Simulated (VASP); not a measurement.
Here is a VASP 6.6.1 calculation.

File INCAR:

```
SYSTEM = La2O3
PREC = Accurate ; ENCUT = 520
EDIFF = 1E-6 ; ISMEAR = 0
SIGMA = 0.01 ; LREAL = .FALSE.
LASPH = .TRUE. ; NELM = 100
ALGO = Normal ; ISIF = 2
LWAVE = .FALSE. ; LCHARG = .FALSE.
GGA = PS ; NBANDS = 28
```

Contents of KPOINTS:

```
regular mesh
0
G
  6 6 4
  0 0 0
```

The input POSCAR:

```
La2O3
1.0
    3.8641417709      0.0000000000      0.0000000000
   -1.9320708855      3.3464443430      0.0000000000
    0.0000000000      0.0000000000      6.0083415429
La O
2 3
Direct
    0.6666666667      0.3333333333      0.7537640000
    0.3333333333      0.6666666667      0.2462360000
    0.6666666667      0.3333333333      0.3541090000
    0.3333333333      0.6666666667      0.6458910000
    0.0000000000      0.0000000000      0.0000000000
```

Potentials or basis: VASP PAW PBE potentials, release 64 (La, O).

Command:

```bash
$ cat potpaw_PBE.64/La/POTCAR potpaw_PBE.64/O/POTCAR > POTCAR
$ mpirun -np 1 vasp_std > vasp.out
```

(1) What does it give for the largest force?

(2) Estimate the pressure.

Answers

(1) 0.310 eV/Å.

(2) 4.1 GPa.

Caveat: the PAW data sets were made with another functional, which shifts forces and pressure a little.
